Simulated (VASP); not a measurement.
Wanted: the native input for a VASP 6.6.1 run.

- Task: relaxation of cell and atoms
- Functional: LDA
- Potentials or basis: VASP PAW LDA potentials, release 64 (Ca_sv, O)
- Cutoff: 600 eV
- k mesh: 8 × 8 × 8
- Occupations: gaussian, width 0.02 eV
- Spin: no spin polarisation
- Dipole correction: no
- Further INCAR settings: ALGO = Normal; EDIFF = 1e-07; IBRION = 2; EDIFFG = -0.005; NSW = 100; ISIF = 3

The structure of CaO lies in POSCAR:

```
CaO
1.0
    0.0000000000      2.3568261018      2.3568261018
    2.3568261018      0.0000000000      2.3568261018
    2.3568261018      2.3568261018      0.0000000000
Ca O
1 1
Direct
    0.0000000000      0.0000000000      0.0000000000
    0.5000000000      0.5000000000      0.5000000000
```

The input as run:

INCAR

```
SYSTEM = CaO
ALGO     = Normal         ! electronic algorithm
EDIFF    = 1E-7           ! SCF threshold, eV
EDIFFG   = -0.005         ! ionic threshold
ENCUT    = 600            ! plane-wave cutoff, eV
GGA      = CA             ! functional
IBRION   = 2              ! ionic algorithm
ISIF     = 3              ! what is computed and relaxed
ISMEAR   = 0              ! smearing method
LASPH    = .TRUE.         ! aspherical terms in the spheres
LCHARG   = .FALSE.        ! write CHGCAR
LREAL    = .FALSE.        ! projectors in reciprocal space
LWAVE    = .FALSE.        ! write WAVECAR
NELM     = 100            ! most SCF steps
NSW      = 100            ! ionic steps
PREC     = Accurate       ! precision mode
SIGMA    = 0.02           ! smearing width, eV
```

KPOINTS

```
k-points
0
G
  8 8 8
  0 0 0
```

Potentials or basis: VASP PAW LDA potentials, release 64 (Ca_sv, O).

Run with:

```sh
$ cat potpaw_LDA.64/Ca_sv/POTCAR potpaw_LDA.64/O/POTCAR > POTCAR
$ mpirun -np 1 vasp_std > vasp.out
```

Results of the run:

| Quantity | Value |
| --- | --- |
| Relaxed volume | 13.13 Å³/atom |
| Relaxed cell | a = 3.336 Å, b = 3.336 Å, c = 3.336 Å, α = 60.00°, β = 60.00°, γ = 60.00° |
| Space group after relaxing (to 0.05 Å) | Fm-3m (No. 225) |
| Energy gained by relaxing | 0.0 meV/atom |
| Ionic steps | 3 |
| Pressure after relaxing | 0.0 GPa |
| Band gap on the k mesh | 3.43 eV, indirect (least direct gap 3.79 eV) |

Run time: 23 s on 1 thread of AMD EPYC 7R13 Processor (Zen 3), with other jobs on the host, peak memory 0.12 GiB.
